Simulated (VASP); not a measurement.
Set up this calculation in VASP 6.6.1, as the native input.

```
Task                   : single point
Functional             : PBE
Potentials or basis    : VASP PAW PBE potentials, release 64 (Ga_d, N)
Cutoff                 : 520 eV
k mesh                 : 12 × 12 × 6
Occupations            : gaussian, width 0.02 eV
Spin                   : no spin polarisation
Dipole correction      : no
Further INCAR settings : ALGO = Normal; EDIFF = 1e-06; NBANDS = 26
```

The structure of GaN lies in POSCAR:

```
GaN
1.0
    3.3471056504      0.0000000000      0.0000000000
   -1.6735528252      2.8986785224      0.0000000000
    0.0000000000      0.0000000000      5.1509421993
Ga N
2 2
Direct
    0.6666666667      0.3333333333      0.4951384776
    0.3333333333      0.6666666667      0.9951384776
    0.6666666667      0.3333333333      0.8798615224
    0.3333333333      0.6666666667      0.3798615224
```

This cell differs from its parent crystal: biaxial strain in the a-b plane: +4.0 %, then relaxed in part.

These files were run (other wordings do the same):

INCAR

```
PREC = Accurate
ENCUT = 520
EDIFF = 1E-6
ISMEAR = 0
SIGMA = 0.02
LREAL = False
LASPH = True
NELM = 100
ALGO = Normal
ISIF = 2
LWAVE = False
LCHARG = True
GGA = PE
LELF = True
LVHAR = True
NBANDS = 26
```

KPOINTS

```
Automatic mesh
0
Gamma
  12 12 6
```

Potentials or basis: VASP PAW PBE potentials, release 64 (Ga_d, N).

Run with:

```sh
$ cat potpaw_PBE.64/Ga_d/POTCAR potpaw_PBE.64/N/POTCAR > POTCAR
$ mpirun -np 1 vasp_std > vasp.out
```

Results of the run:

```
Pressure               : -8.8 GPa
Band gap on the k mesh : 1.20 eV, direct
```

Caveat: the cell differs from its parent crystal (biaxial strain in the a-b plane: +4.0 %, then relaxed in part).

Wall time 50 s on 1 thread of AMD EPYC 9R45 (Zen 5), with other jobs on the host, peak memory 0.19 GiB.
